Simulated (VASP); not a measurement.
# TiO2 (Fm-3m) in VASP: further runs, part 2 of 3

VASP 6.6.1. Earlier steps stand in the parts before.

## 4. Single point, r2SCAN (volume changed by +6%)

Contents of POSCAR:

```
TiO2
1.0
    0.0000000000      2.4438358031      2.4438358031
    2.4438358031      0.0000000000      2.4438358031
    2.4438358031      2.4438358031      0.0000000000
Ti O
1 2
Direct
    0.0000000000      0.0000000000      0.0000000000
    0.2500000000      0.2500000000      0.2500000000
    0.7500000000      0.7500000000      0.7500000000
```

Contents of INCAR.step1:

```
SYSTEM = TiO2
ALGO = Normal
EDIFF = 1E-5
ENCUT = 910
GGA = PE
GGA_COMPAT = .False.
ISMEAR = 0
LASPH = .True.
LCHARG = .False.
LREAL = .False.
LWAVE = .True.
NBANDS = 19
NELM = 120
PREC = Accurate
SIGMA = 0.01
```

Contents of INCAR.step2:

```
SYSTEM = TiO2
ALGO = Normal
EDIFF = 1E-6
ENCUT = 910
GGA_COMPAT = .False.
ISIF = 2
ISMEAR = 0
ISTART = 1
LASPH = .True.
LCHARG = .True.
LELF = .True.
LMIXTAU = .True.
LREAL = .False.
LVHAR = .True.
LWAVE = .False.
METAGGA = R2SCAN
NBANDS = 19
NELM = 120
PREC = Accurate
SIGMA = 0.01
```

Contents of KPOINTS:

```
k-points
0
Gamma
  8 8 8
  0 0 0
```

Potentials or basis: VASP PAW PBE potentials, release 64 (Ti_sv, O_h).

Command:

```console
cat potpaw_PBE.64/Ti_sv/POTCAR potpaw_PBE.64/O_h/POTCAR > POTCAR
cp INCAR.step1 INCAR
mpirun -np 1 vasp_std > vasp.out
cp INCAR.step2 INCAR
mpirun -np 1 vasp_std > vasp.out
```

OUTCAR:

```text
SYSTEM = TiO2
   EDIFF = 1E-6
   ENCUT = 910
   ISIF = 2
   ISMEAR = 0
   ISTART = 1
   LASPH = .True.
   LREAL = .False.
   METAGGA = R2SCAN
   NELM = 120
   PREC = Accurate

 ion  position               nearest neighbor table
   1  0.000  0.000  0.000-   3 2.12   3 2.12   3 2.12   2 2.12   3 2.12   2 2.12   2 2.12   2 2.12

   2  0.250  0.250  0.250-   1 2.12   1 2.12   1 2.12   1 2.12
   3  0.750  0.750  0.750-   1 2.12   1 2.12   1 2.12   1 2.12

  LATTYP: Found a face centered cubic cell.
 ALAT       =     4.8876716062

  Lattice vectors:

 A1 = (   0.0000000000,   2.4438358031,   2.4438358031)
 A2 = (   2.4438358031,   0.0000000000,   2.4438358031)
 A3 = (   2.4438358031,   2.4438358031,   0.0000000000)

Analysis of symmetry for initial positions (statically):
=====================================================================
 Subroutine PRICEL returns:
 Original cell was already a primitive cell.

 Routine SETGRP: Setting up the symmetry group for a
 face centered cubic supercell.

 Subroutine GETGRP returns: Found 48 space group operations
 (whereof 48 operations were pure point group operations)
 out of a pool of 48 trial point group operations.

The static configuration has the point symmetry O_h .

Analysis of symmetry for dynamics (positions and initial velocities):
=====================================================================
 Subroutine PRICEL returns:
 Original cell was already a primitive cell.

 Routine SETGRP: Setting up the symmetry group for a
 face centered cubic supercell.

 Subroutine GETGRP returns: Found 48 space group operations
 (whereof 48 operations were pure point group operations)
 out of a pool of 48 trial point group operations.

The dynamic configuration has the point symmetry O_h .

 Subroutine INISYM returns: Found 48 space group operations
 (whereof 48 operations are pure point group operations),
 and found     1 'primitive' translations

----------------------------------------------------------------------------------------

                                     Primitive cell

  volume of cell :      29.1908

  direct lattice vectors                    reciprocal lattice vectors
     0.000000000  2.443835803  2.443835803    -0.204596397  0.204596397  0.204596397
     2.443835803  0.000000000  2.443835803     0.204596397 -0.204596397  0.204596397
     2.443835803  2.443835803  0.000000000     0.204596397  0.204596397 -0.204596397

  length of vectors
     3.456105737  3.456105737  3.456105737     0.354371355  0.354371355  0.354371355

  position of ions in fractional coordinates (direct lattice)
     0.000000000  0.000000000  0.000000000
     0.250000000  0.250000000  0.250000000
     0.750000000  0.750000000  0.750000000

  ion indices of the primitive-cell ions
   primitive index   ion index
                 1           1
                 2           2
                 3           3

----------------------------------------------------------------------------------------

 KPOINTS: k-points

Automatic generation of k-mesh.
 Grid dimensions read from file:
 generate k-points for:    8    8    8

 Generating k-lattice:

  Cartesian coordinates                     Fractional coordinates (reciprocal lattice)
    -0.025574550  0.025574550  0.025574550     0.125000000  0.000000000  0.000000000
     0.025574550 -0.025574550  0.025574550     0.000000000  0.125000000  0.000000000
     0.025574550  0.025574550 -0.025574550     0.000000000  0.000000000  0.125000000

  Length of vectors
     0.044296419  0.044296419  0.044296419

  Shift w.r.t. Gamma in fractional coordinates (k-lattice)
     0.000000000  0.000000000  0.000000000

 Subroutine IBZKPT returns following result:
 ===========================================

 Found     29 irreducible k-points:

 Following reciprocal coordinates:
            Coordinates               Weight
  0.000000  0.000000  0.000000      1.000000
  0.125000  0.000000  0.000000      8.000000
  0.250000  0.000000  0.000000      8.000000
  0.375000  0.000000  0.000000      8.000000
  0.500000  0.000000  0.000000      4.000000
  0.125000  0.125000  0.000000      6.000000
[... 16 lines left out ...]
  0.500000  0.250000  0.125000     48.000000
 -0.375000  0.250000  0.125000     24.000000
 [... further k-points ...]
   k-points           NKPTS =     29   k-points in BZ     NKDIM =     29   number of bands    NBANDS=     19
   number of dos      NEDOS =    301   number of ions     NIONS =      3
   total plane-waves  NPLWV =  46656
   dimension x,y,z NGX =    36 NGY =   36 NGZ =   36
   dimension x,y,z NGXF=    72 NGYF=   72 NGZF=   72
   ions per type =               1   2
   NGX,Y,Z   is equivalent  to a cutoff of  17.32, 17.32, 17.32 a.u.
   NGXF,Y,Z  is equivalent  to a cutoff of  34.63, 34.63, 34.63 a.u.
 SYSTEM =  TiO2
   PREC   = accura    normal or accurate (medium, high low for compatibility)
   ISTART =      1    job   : 0-new  1-cont  2-samecut
   ICHARG =      0    charge: 1-file 2-atom 10-const
   ISPIN  =      1    spin polarized calculation?
   LNONCOLLINEAR =      F non collinear calculations
   LSORBIT =      F    spin-orbit coupling
   LASPH  =      T    aspherical Exc in radial PAW
   ENCUT  =  910.0 eV  66.88 Ry    8.18 a.u.   8.50  8.50  8.50*2*pi/ulx,y,z
   NELM   =    120;   NELMIN=  2; NELMDL=  0     # of ELM steps
   EDIFF  = 0.1E-05   stopping-criterion for ELM
   LREAL  =      F    real-space projection
   EDIFFG = 0.1E-04   stopping-criterion for IOM
   NSW    =      0    number of steps for IOM
   IBRION =     -1    ionic relax: 0-MD 1-quasi-New 2-CG
   NFREE  =      0    steps in history (QN), initial steepest desc. (CG)
   ISIF   =      2    stress and relaxation
   ISYM   =      2    0-nonsym 1-usesym 2-fastsym
   POTIM  = 0.5000    time-step for ionic-motion
   TEBEG  =    0.0;   TEEND  =   0.0 temperature during run
   PSTRESS=    0.0 pullay stress
   NELECT =      24.0000    total number of electrons
   NUPDOWN=      -1.0000    fix difference up-down
   EMIN   =  10.00;   EMAX   =-10.00  energy-range for DOS
   EFERMI =   0.00;   METHOD = LEGACY
   ISMEAR =     0;   SIGMA  =   0.01  broadening in eV -4-tet -1-fermi 0-gaus
   EFERMI_NEDOS =   21; number of points for ismear=-14 and -15
   IALGO  =     38    algorithm
   IMIX   =      4    mixing-type and parameters
     AMIX     =   0.40;   BMIX     =  1.00
     AMIX_MAG =   1.60;   BMIX_MAG =  1.00
  volume/ion in A,a.u.               =       9.73        65.66
  Fermi-wavevector in a.u.,A,eV,Ry     =   1.533663  2.898202 32.002558  2.352122
  Thomas-Fermi vector in A             =   2.640699
   LORBIT       =      0    0 simple, 1 ext, 2 COOP (PROOUT), +10 PAW based schemes
   METAGGA = R2SCAN    functional components
   LHFCALC =     F    Hartree Fock is set to
   AEXX    =    0.0000 exact exchange contribution
   IVDW    =     0    specifies the selected vdW correction
   LEPSILON=     F    determine dielectric tensor
   LRPA    =     F    only Hartree local field effects (RPA)
 non-spin polarized calculation
 Gauss-broadening in eV      SIGMA  =   0.01
  energy-cutoff  :      910.00
  volume of cell :       29.19
 maximum number of plane-waves:      1840
 NGX is ok and might be reduce to    36
   NGX = 17   NGY = 17   NGZ = 17

 number of electron      23.9999997 magnetization

 Free energy of the ion-electron system (eV)
  ---------------------------------------------------
  ext. energy  EPLUGINS =         0.00000000
  ---------------------------------------------------
  free energy    TOTEN  =       -34.06267386 eV

  energy without entropy =      -34.06267386  energy(sigma->0) =      -34.06267386

 E-fermi :   7.0362     XC(G=0): -12.7144

 val. band max:        6.9105122071   @ k =   0.5000   0.5000   0.0000
 cond. band min:       8.3894976862   @ k =   0.0000   0.0000   0.0000
 fundamental gap:      1.4789854791
 Fermi energy:         7.0362127793

 k-point     1 :       0.0000    0.0000    0.0000
  band No.  band energies     occupation
      1     -53.2342      2.00000
      2     -28.2625      2.00000
      3     -28.2625      2.00000
      4     -28.2625      2.00000
      5     -13.4302      2.00000
      6      -9.9671      2.00000
[... 11 lines left out ...]
     18      14.7054      0.00000
     19      21.5466      0.00000
[... 485 lines left out ...]
 k-point    24 :      -0.3750    0.2500    0.1250
  band No.  band energies     occupation
      1     -53.2141      2.00000
      2     -28.4347      2.00000
      3     -28.3424      2.00000
      4     -28.2994      2.00000
      5     -11.7538      2.00000
      6     -11.4540      2.00000
[... 11 lines left out ...]
     18      18.1933      0.00000
     19      22.1456      0.00000

 [... further k-points ...]
[... 5 lines left out ...]
  --------------------------------------------------------------------------------------
  -------------------------------------------------------------------------------------
  Total       -2.4387899     -2.4387899     -2.4387899      0.0000000      0.0000000     -0.0000000
  in kB     -133.8563251   -133.8563251   -133.8563251      0.0000000      0.0000000     -0.0000000
  external PRESSURE =    -133.8563251 kB  Pullay stress =       0.0000000 kB

 VOLUME and BASIS-vectors are now :
 -----------------------------------------------------------------------------
  energy-cutoff  :      910.00
  volume of cell :       29.19
      direct lattice vectors                 reciprocal lattice vectors
     0.000000000  2.443835803  2.443835803    -0.204596397  0.204596397  0.204596397
     2.443835803  0.000000000  2.443835803     0.204596397 -0.204596397  0.204596397
     2.443835803  2.443835803  0.000000000     0.204596397  0.204596397 -0.204596397

 POSITION                                       TOTAL-FORCE (eV/Angst)
 -----------------------------------------------------------------------------------
      0.00000      0.00000      0.00000        -0.000000     -0.000000     -0.000000
      1.22192      1.22192      1.22192         0.000000      0.000000      0.000000
      3.66575      3.66575      3.66575        -0.000000     -0.000000     -0.000000
 -----------------------------------------------------------------------------------
    total drift:                                0.000000      0.000000      0.000000

  FREE ENERGIE OF THE ION-ELECTRON SYSTEM (eV)
  ---------------------------------------------------
  free  energy   TOTEN  =       -34.0626738626 eV

  energy  without entropy=      -34.0626738626  energy(sigma->0) =      -34.06267386
```

Wall time 1.7 min (1 thread of Intel Xeon Platinum 8488C (Sapphire Rapids), shared host); peak memory 0.23 GiB.

What came out:

| Item | Value |
| --- | --- |
| Free energy | -34.0627 eV |
| Pressure | -13.4 GPa |
| Band gap on the k mesh | 1.48 eV, indirect (least direct gap 2.10 eV) |

Caveat: the cutoff is under 1.25 times the usual one of these potentials, so pressure, stress and relaxed cells hold a basis-set (Pulay) error; the PAW data sets were made with another functional, which shifts forces and pressure a little. A k mesh can miss the band edges.

(Part 2 of 3 ends here.)
